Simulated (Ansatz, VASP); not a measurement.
## ScAl: VASP beside Ansatz

```
Sc Al
1.0
     3.37006    0.00000    0.00000
     0.00000    3.37006    0.00000
     0.00000    0.00000    3.37006
Sc Al
1 1
Direct
  0.50000 0.50000 0.50000
  0.00000 0.00000 0.00000
```

Alike in both runs: task single point; functional PBEsol; k mesh 12 × 12 × 12; occupations fermi-dirac, width 0.15 eV; no spin polarisation.

|  | VASP | Ansatz |
| --- | --- | --- |
| version | VASP 6.6.1 | Ansatz 0.2.0 |
| potentials or method | VASP PAW PBE potentials, release 64 (Sc_sv, Al), cutoff 500 eV | scalar-relativistic, plane waves, PAW |
| valence electrons in the cell | 14 | 14 |

VASP gave:

- gap on the k mesh at the Fermi level (eV): none
- pressure (GPa): -1.4

Task: Which values does Ansatz return?

Result: gap on the k mesh at the Fermi level (eV): none; pressure (GPa): -1.5.

VASP's potentials were made for PBE, not for PBEsol. A gap of «none» marks a metal or a gap that the smearing closes.
